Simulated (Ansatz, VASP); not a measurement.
## GaP: VASP beside Ansatz

```
CELL_PARAMETERS angstrom
0.00000 2.80701 2.72525
2.80701 0.00000 2.72525
2.80701 2.80701 0.00000
ATOMIC_POSITIONS crystal
Ga 0.00000 0.00000 0.00000
P 0.75000 0.75000 0.75000
```

Change from the starting cell: equal xx and yy strain of +3 %.

Alike in both runs: task single point; functional LDA; k mesh 10 × 10 × 10; occupations fermi-dirac, width 0.05 eV; no spin polarisation.

|  | VASP | Ansatz |
| --- | --- | --- |
| version | VASP 6.6.1 | Ansatz 0.2.0 |
| potentials or method | VASP PAW LDA potentials, release 64 (Ga_d, P), cutoff 520 eV | all-electron LAPW, scalar-relativistic |

Ansatz gave:

* pressure (GPa): -6.7
* traceless stress, the component that is largest in VASP (GPa): 1.43

Question: Which values does VASP return?

Answer: Pressure (GPa): -6.6; traceless stress, the component that is largest in VASP (GPa): 1.43.

LDA's correlation is that of Perdew and Zunger in VASP and of Perdew and Wang (1992) in Ansatz. Ansatz ran all-electron here, and VASP with PAW potentials.
